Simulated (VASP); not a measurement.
Wanted: the native input for a VASP 6.6.1 run.

| Item | Value |
| --- | --- |
| Task | single point |
| Functional | RPBE |
| Dispersion | D3(BJ) |
| Potentials or basis | VASP PAW PBE potentials, release 64 (Re) |
| Cutoff | 520 eV |
| k mesh | 11 × 11 × 3 |
| Occupations | fermi-dirac, width 0.05 eV |
| Spin | no spin polarisation |
| Dipole correction | no |
| Further INCAR settings | ALGO = Normal; EDIFF = 1e-07; NBANDS = 22 |

The structure of Re lies in POSCAR:

```
Re
1.0
    2.6767778483      0.0000000000      0.0000000000
   -1.3383889241      2.3181576169      0.0000000000
    0.0000000000      0.0000000000      8.6538235629
Re
4
Direct
    0.6666666667      0.3333333333      0.7500000000
    0.0000000000      0.0000000000      0.5000000000
    0.3333333333      0.6666666667      0.2500000000
    0.0000000000      0.0000000000      0.0000000000
```

The input as run:

INCAR

```
PREC = Accurate
ENCUT = 520
EDIFF = 1E-7
ISMEAR = -1
SIGMA = 0.05
LREAL = F
LASPH = T
NELM = 60
ALGO = Normal
ISIF = 2
LWAVE = F
LCHARG = F
GGA = RP
IVDW = 12
NBANDS = 22
```

KPOINTS

```
Automatic mesh
0
Gamma
  11 11 3
```

Potentials or basis: VASP PAW PBE potentials, release 64 (Re).

The run is started by

```console
$ cat potpaw_PBE.64/Re/POTCAR > POTCAR
$ mpirun -np 1 vasp_std > vasp.out
```

Results of the run:

- Pressure: 0.3 GPa
- Band gap on the k mesh: zero (band 14 reaches 10.56 eV, above the bottom of band 15 at 7.71 eV)
- Dispersion energy per atom: -4.724 eV

Caveat: the PAW data sets were made with another functional, which shifts forces and pressure a little; spin-orbit coupling is left out, which moves the levels of the heavy elements; pairwise dispersion overbinds metals, which lowers pressure and volume.

It took 23 s on 1 thread of Intel(R) Xeon(R) 6975P-C (Granite Rapids), on a shared host, peak memory 0.19 GiB.
